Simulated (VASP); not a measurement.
Here is a VASP 6.6.1 calculation.

INCAR

```
PREC = Accurate
ENCUT = 500
EDIFF = 1E-6
ISMEAR = 0
SIGMA = 0.15
LREAL = False
LASPH = True
NELM = 120
ALGO = Normal
ISIF = 2
LWAVE = False
LCHARG = False
GGA = PS
NBANDS = 20
GGA_COMPAT = False
```

File KPOINTS:

```
Automatic mesh
0
Gamma
  21 21 10
```

File POSCAR:

```
ZnRe
1.0
    2.7482183437      0.0000000000      0.0000000000
   -1.3741091718      2.3800269008      0.0000000000
    0.0000000000      0.0000000000      4.4940660000
Zn Re
1 1
Direct
    0.0000000000      0.0000000000      0.0000000000
    0.4061077548      0.7394410881      0.5000000000
```

Potentials or basis: VASP PAW PBE potentials, release 64 (Zn, Re_sv_GW).

The run is started by

```sh
$ cat potpaw_PBE.64/Zn/POTCAR potpaw_PBE.64/Re_sv_GW/POTCAR > POTCAR
$ mpirun -np 1 vasp_std > vasp.out
```

(1) Estimate the band gap on the k mesh.

(2) Estimate the pressure.

Answers

(1) zero (an odd number of electrons rules out a gap without spin polarisation).

(2) -9.5 GPa.

Caveat: the cell differs from its parent crystal (all Re atoms moved -0.200 Å, as atom 2 towards its neighbour atom 2 (Re) at 2.748 Å); the cell stands under tension; the PAW data sets were made with another functional, which shifts forces and pressure a little; spin-orbit coupling is left out, which moves the levels of the heavy elements.
